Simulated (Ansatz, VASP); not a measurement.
## Two plane-wave programs on AgCl

```
Ag Cl
1.0
     0.00000   -3.96806    0.00000
     0.27473    0.00000   -5.60511
    11.93870    0.00000   -0.34315
Ag Cl
6 6
Direct
  0.75000 0.62457 0.75010
  0.75000 0.73570 0.08343
  0.75000 0.68014 0.41677
  0.25000 0.09760 0.91653
  0.25000 0.20873 0.24987
  0.25000 0.15317 0.58320
  0.25000 0.59749 0.91663
  0.25000 0.70862 0.24997
  0.25000 0.65305 0.58330
  0.75000 0.12468 0.75000
  0.75000 0.23582 0.08333
  0.75000 0.18025 0.41667
```

Alike in both runs: task single point; functional PBE; k mesh 7 × 5 × 3; occupations gaussian, width 0.05 eV; no spin polarisation.

```csv
,VASP,Ansatz
version,VASP 6.6.1,Ansatz 0.2.0
potentials or method,"VASP PAW PBE potentials, release 64 (Ag, Cl), cutoff 520 eV","scalar-relativistic, plane waves, PAW"
valence electrons in the cell,108,156
```

VASP gave:

* gap on the k mesh at the Fermi level (eV): 0.87
* least direct gap on the mesh (eV): 1.04
* pressure (GPa): -0.5
* traceless stress, the component that is largest in VASP (GPa): 0.63
* rms of the force components (eV/Å): 0.143

Problem. What did Ansatz give for the same quantities?

Solution. gap on the k mesh at the Fermi level (eV): 0.87; least direct gap on the mesh (eV): 1.05; pressure (GPa): -0.4; traceless stress, the component that is largest in VASP (GPa): 0.62; rms of the force components (eV/Å): 0.142.

Atom by atom the forces differ by 0.001 eV/Å (rms over components). VASP's potentials hold 108 valence electrons a cell and Ansatz's 156, so a difference there can come from the potentials and not from the codes.
